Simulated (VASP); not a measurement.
CoO:

```
CELL_PARAMETERS angstrom
3.19765 0.00000 0.00000
-1.59882 2.76924 0.00000
0.00000 0.00000 5.22871
ATOMIC_POSITIONS crystal
Co 0.00000 0.00000 0.00347
Co 0.33333 0.66667 0.50336
O 0.00000 0.00000 0.37161
O 0.33333 0.66667 0.87156
```

```yaml
Program: VASP 6.6.1
Task: relaxation of cell and atoms
Functional: PBEsol
Potentials_or_basis: VASP PAW PBE potentials, release 64 (Co, O)
Cutoff: 600 eV
k_mesh: 6 × 6 × 4
Occupations: gaussian, width 0.1 eV
Spin: collinear spin, antiferromagnetic start
Starting_moments: "[-2.29, 2.29, 0.17, -0.17] μB"
```

At the start: pressure -10.2 GPa; volume 11.58 Å³/atom.

Task: How do energy, volume and symmetry change on relaxing?

Result: Over 7 steps the energy falls by 38.7 meV/atom and the volume is 10.56 Å³/atom (-8.8 %); space group P6_3mc (No. 186, to 0.05 Å); moment 0.00 μB per cell.

Step by step:
| step | energy change (eV) | largest force (eV/Å) | pressure (GPa) | volume (Å³) |
| --- | --- | --- | --- | --- |
| 1 | 0.0000 | 0.1072 | -10.18 | 46.30 |
| 2 | -0.1335 | 0.1285 | 2.91 | 41.54 |
| 3 | -0.1399 | 0.0821 | 0.12 | 42.31 |
| 4 | -0.1486 | 0.1398 | 0.20 | 42.10 |
| 5 | -0.1487 | 0.1359 | 0.21 | 42.11 |
| 6 | -0.1519 | 0.0989 | -0.01 | 42.15 |
| 7 | -0.1548 | 0.0197 | -0.41 | 42.22 |

Final structure:
```yaml
crystal:
  lattice:
    - [3.06153, 0.00000, 0.00000]
    - [-1.53076, 2.65136, 0.00000]
    - [0.00000, 0.00000, 5.20146]
  atoms:
    - { symbol: Co, position: [0.00000, 0.00000, 0.00673] }
    - { symbol: Co, position: [0.33333, 0.66667, 0.50674] }
    - { symbol: O, position: [0.00000, 0.00000, 0.36827] }
    - { symbol: O, position: [0.33333, 0.66667, 0.86827] }
```

Caveat: the k points lie up to 0.39 Å⁻¹ apart in the final cell; the PAW data sets were made with another functional, which shifts forces and pressure a little; the relaxation stopped at a loose force limit of 0.05 eV/Å, so its end isn't a converged minimum.
